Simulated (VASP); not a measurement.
## Al2Au: relaxation of cell and atoms with PBEsol

Al2Au:

```
CELL_PARAMETERS angstrom
0.00000 3.00000 3.00000
3.00000 0.00000 3.00000
3.00000 3.00000 0.00000
ATOMIC_POSITIONS crystal
Au 0.00000 0.00000 0.00000
Al 0.75000 0.75000 0.75000
Al 0.25000 0.25000 0.25000
```

- Program: VASP 6.6.1
- Task: relaxation of cell and atoms
- Functional: PBEsol
- Potentials or basis: VASP PAW PBE potentials, release 64 (Au, Al)
- Cutoff: 600 eV
- k mesh: 8 × 8 × 8
- Occupations: fermi-dirac, width 0.05 eV
- Spin: no spin polarisation
- Target pressure: 5 GPa
- Dipole correction: no
- Further INCAR settings: ALGO = Normal; EDIFF = 1e-06; IBRION = 2; EDIFFG = -0.01; NSW = 60; ISIF = 3

The relaxed volume is 17.29 Å³/atom. The relaxed cell is a = 4.186 Å, b = 4.186 Å, c = 4.186 Å, α = 60.00°, β = 60.00°, γ = 60.00° and the space group after relaxing (to 0.1 Å) is Fm-3m (No. 225). The energy change on relaxing (the run minimises the enthalpy) is +10.3 meV/atom and the ionic steps are 3. The pressure after relaxing is 4.9 GPa and the band gap on the k mesh is zero (an odd number of electrons rules out a gap without spin polarisation).

The path:
| step | energy change (eV) | largest force (eV/Å) | pressure (GPa) | volume (Å³) |
| --- | --- | --- | --- | --- |
| 1 | 0.0000 | 0.0000 | -0.07 | 54.00 |
| 2 | 0.1435 | 0.0000 | 11.65 | 49.67 |
| 3 | 0.0310 | 0.0000 | 4.95 | 51.87 |

Final structure:
```cif
data_structure
_symmetry_space_group_name_H-M 'P 1'
_symmetry_Int_Tables_number 1
_cell_length_a 4.1862
_cell_length_b 4.1862
_cell_length_c 4.1862
_cell_angle_alpha 60.000
_cell_angle_beta 60.000
_cell_angle_gamma 60.000
_cell_volume 51.87
loop_
_atom_site_label
_atom_site_type_symbol
_atom_site_fract_x
_atom_site_fract_y
_atom_site_fract_z
_atom_site_occupancy
Au1 Au 0.00000 0.00000 0.00000 1
Al1 Al 0.75000 0.75000 0.75000 1
Al2 Al 0.25000 0.25000 0.25000 1
```

Levels at points of the mesh, in eV from the Fermi level:
```tsv
k point	band 6	band 7	band 8	band 9	band 10	band 11	band 12
(0.00, 0.00, 0.00)	-5.85	2.55	2.92	2.92	2.92	4.10	4.10
(0.50, 0.00, 0.00)	-5.72	-5.64	0.32	0.32	3.31	3.93	3.93
(0.50, 0.50, 0.00)	-5.52	-5.20	-2.23	-2.23	1.51	2.04	7.66
```

Run time: 70 s on 1 thread of AMD EPYC 9R45 (Zen 5), with other jobs on the host, peak memory 0.19 GiB.

Caveat: the cell is relaxed towards a set pressure, so the run minimises the enthalpy, not the energy; the PAW data sets were made with another functional, which shifts forces and pressure a little; spin-orbit coupling is left out, which moves the levels of the heavy elements.
